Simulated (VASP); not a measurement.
CaH3Pd:

```
Ca H Pd
1.0
     3.70672    0.00000    0.00000
     0.00000    3.70672    0.00000
     0.00000    0.00000    3.70672
Ca H Pd
1 3 1
Cartesian
  1.8534 1.8534 1.8534
  1.8534 0.0000 0.0000
  0.0000 1.8534 0.0000
  0.0000 0.0000 1.8534
  0.0000 0.0000 0.0000
```

Base run:

```yaml
Program: VASP 6.6.1
Functional: PBEsol
Potentials_or_basis: VASP PAW PBE potentials, release 64 (Ca_sv, H, Pd)
Cutoff: 520 eV
k_mesh: 8 × 8 × 8
Occupations: methfessel-paxton, width 0.15 eV
Spin: no spin polarisation
```

Its results: pressure -2.2 GPa.

Question: The run is repeated on the same cell with these changes: k mesh from 8 × 8 × 8 to 2 × 2 × 2. What comes out?

Answer: Pressure -5.6 GPa.

Caveats: some runs use coarse meshes; the PAW data sets were made with another functional, which shifts forces and pressure a little.
